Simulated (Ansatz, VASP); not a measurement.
# Ga2O3: VASP beside Ansatz

File INCAR:

```
SYSTEM = Ga2O3
ALGO = Normal ; EDIFF = 1E-6
ENCUT = 1340 ; GGA = PE
GGA_COMPAT = .False. ; ISIF = 2
ISMEAR = 0 ; IVDW = 12
LASPH = .True. ; LCHARG = .False.
LREAL = .False. ; LWAVE = .False.
NBANDS = 30 ; NELM = 120
PREC = Accurate ; SIGMA = 0.1
```

The input KPOINTS:

```
k-points
0
Gamma
  6 6 4
  0 0 0
```

POSCAR

```
Ga2O3
1.0
    2.9125689300      0.0000000000      0.0000000000
   -1.4562844600      2.5223586800      0.0000000000
    0.0000000000      0.0000000000      7.1674043400
Ga O
2 3
Direct
    0.3333333300      0.6666666700      0.8326200800
    0.6666666700      0.3333333300      0.1673799200
    0.6666666700      0.3333333300      0.6652401500
    0.0000000000      0.0000000000      0.0000000000
    0.3333333300      0.6666666700      0.3347598500
```

Input for Ansatz:

```yaml
crystal:
  lattice:
    - [2.91256893, 0.0, 0.0]
    - [-1.45628446, 2.52235868, 0.0]
    - [0.0, 0.0, 7.16740434]
  atoms:
    - { symbol: Ga, position: [0.33333333, 0.66666667, 0.83262008] }
    - { symbol: Ga, position: [0.66666667, 0.33333333, 0.16737992] }
    - { symbol: O, position: [0.66666667, 0.33333333, 0.66524015] }
    - { symbol: O, position: [0.0, 0.0, 0.0] }
    - { symbol: O, position: [0.33333333, 0.66666667, 0.33475985] }
basis:
  ecutwfc: 420
kpoints:
  mp_grid: { grid: [6, 6, 4] }
hamiltonian:
  xc: pbe
  dispersion: d3bj
scf:
  occupations: { method: gaussian, width: 0.1 }
  lower_state_search: "off"
output:
  forces: true
  stress: true
  eigenvalues: true
```

Alike in both runs: task single point; functional PBE; dispersion D3(BJ); k mesh 6 × 6 × 4; occupations gaussian, width 0.1 eV; no spin polarisation.

|  | VASP | Ansatz |
| --- | --- | --- |
| version | VASP 6.6.1 | Ansatz 0.2.0 |
| potentials or method | VASP PAW PBE potentials, release 64 (Ga_d, O_h), cutoff 1340 eV | scalar-relativistic, plane waves, PAW |
| valence electrons in the cell | 44 | 44 |

```csv
,VASP,Ansatz,Ansatz less VASP
gap on the k mesh at the Fermi level (eV),0.21,0.27,+0.059
least direct gap on the mesh (eV),0.21,0.27,+0.059
pressure (GPa),4.5,3.5,-1.03
"traceless stress, the component that is largest in VASP (GPa)",-13.92,-13.85,+0.077
rms of the force components (eV/Å),3.538,3.523,-0.0155
```

Atom by atom the forces differ by 0.035 eV/Å (rms over components).
